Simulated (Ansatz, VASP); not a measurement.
Two plane-wave programs on Sr

```
CELL_PARAMETERS angstrom
11.29730 0.00000 0.00000
-5.64865 9.78375 0.00000
0.00000 0.00000 4.18206
ATOMIC_POSITIONS crystal
Sr 0.00000 0.00000 0.00000
```

Alike in both runs: task single point; functional PBEsol; k mesh 6 × 6 × 8; occupations gaussian, width 0.03 eV; no spin polarisation.

```csv
,VASP,Ansatz
version,VASP 6.6.1,Ansatz 0.2.0
potentials or method,"VASP PAW PBE potentials, release 64 (Sr_sv), cutoff 520 eV","scalar-relativistic, plane waves, PAW"
valence electrons in the cell,10,10
```

|  | VASP | Ansatz | Ansatz less VASP |
| --- | --- | --- | --- |
| gap on the k mesh at the Fermi level (eV) | 0.22 | 0.21 | -0.004 |
| least direct gap on the mesh (eV) | 0.22 | 0.22 | -0.001 |
| pressure (GPa) | 0.1 | 0.1 | 0.00 |
| traceless stress, the component that is largest in VASP (GPa) | 0.23 | 0.23 | -0.003 |

VASP's potentials were made for PBE, not for PBEsol. The functional is the same, so the differences come from potentials, cutoffs and numerics.
